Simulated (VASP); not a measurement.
Write the native input for VASP 6.6.1 that does the following.

| Property | Result |
| --- | --- |
| Task | single point |
| Functional | r2SCAN |
| Potentials or basis | VASP PAW PBE potentials, release 64 (Cs_sv) |
| Cutoff | 520 eV |
| k mesh | 10 × 10 × 10 |
| Occupations | gaussian, width 0.05 eV |
| Spin | no spin polarisation |
| Dipole correction | no |
| Further INCAR settings | ALGO = Normal; EDIFF = 1e-06; NBANDS = 10 |

Crystal: Cs.

```xyz
1
Lattice="-3.1421 3.1421 3.1421 3.1421 -3.1421 3.1421 3.1421 3.1421 -3.1421" Properties=species:S:1:pos:R:3 pbc="T T T"
Cs    0.0000    0.0000    0.0000
```

These files were run (other wordings do the same):

POSCAR

```
Cs
1.0
   -3.1421219860      3.1421219860      3.1421219860
    3.1421219860     -3.1421219860      3.1421219860
    3.1421219860      3.1421219860     -3.1421219860
Cs
1
Direct
    0.0000000000      0.0000000000      0.0000000000
```

INCAR.step1

```
  PREC = Accurate
  ENCUT = 520
  ISMEAR = 0
  SIGMA = 0.05
  LREAL = F
  LASPH = T
  NELM = 80
  NBANDS = 10
  GGA = PE
  ALGO = Normal
  EDIFF = 1E-4
  LWAVE = T
  LCHARG = F
```

INCAR.step2

```
  PREC = Accurate
  ENCUT = 520
  EDIFF = 1E-6
  ISMEAR = 0
  SIGMA = 0.05
  LREAL = F
  LASPH = T
  NELM = 80
  ALGO = Normal
  ISIF = 2
  LWAVE = F
  LCHARG = F
  METAGGA = R2SCAN
  LMIXTAU = T
  NBANDS = 10
  ISTART = 1
```

KPOINTS

```
regular mesh
0
Gamma
  10 10 10
```

Potentials or basis: VASP PAW PBE potentials, release 64 (Cs_sv).

Launch:

```bash
$ cat potpaw_PBE.64/Cs_sv/POTCAR > POTCAR
$ cp INCAR.step1 INCAR
$ mpirun -np 1 vasp_std > vasp.out
$ cp INCAR.step2 INCAR
$ mpirun -np 1 vasp_std > vasp.out
```

It gave:

The pressure is 0.0 GPa.

Caveat: the PAW data sets were made with another functional, which shifts forces and pressure a little.

Run time: 2.9 min on 1 thread of Intel(R) Xeon(R) Platinum 8375C CPU @ 2.90GHz (Ice Lake) (shared host), peak memory 0.27 GiB.
